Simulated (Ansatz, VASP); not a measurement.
# One calculation of ZnS, two programs

```xyz
4
Lattice="3.9441 0.0000 0.0000 -1.9721 3.4157 0.0000 0.0000 0.0000 5.8935" Properties=species:S:1:pos:R:3 pbc="T T T"
Zn    0.0000    2.2771    0.0000
Zn    1.9721    1.1386    2.9467
S     0.0000    2.2771    2.9467
S     1.9721    1.1386    5.8935
```

Alike in both runs: functional r2SCAN; k mesh 9 × 9 × 6; occupations gaussian, width 0.02 eV; no spin polarisation.

Ansatz relaxed the structure, and its values are those at the end. VASP's run is a single point on that final structure, the one shown.

|  | VASP | Ansatz |
| --- | --- | --- |
| version | VASP 6.6.1 | Ansatz 0.2.0 |
| potentials or method | VASP PAW PBE potentials, release 64 (Zn, S), cutoff 520 eV | scalar-relativistic, plane waves, PAW |
| valence electrons in the cell | 36 | 36 |

|  | VASP | Ansatz | Ansatz less VASP |
| --- | --- | --- | --- |
| gap on the k mesh at the Fermi level (eV) | 1.97 | 1.97 | 0.000 |
| least direct gap on the mesh (eV) | 1.97 | 1.97 | 0.000 |
| pressure (GPa) | 0.0 | 0.0 | -0.05 |

VASP's potentials were made for PBE, not for r2SCAN.
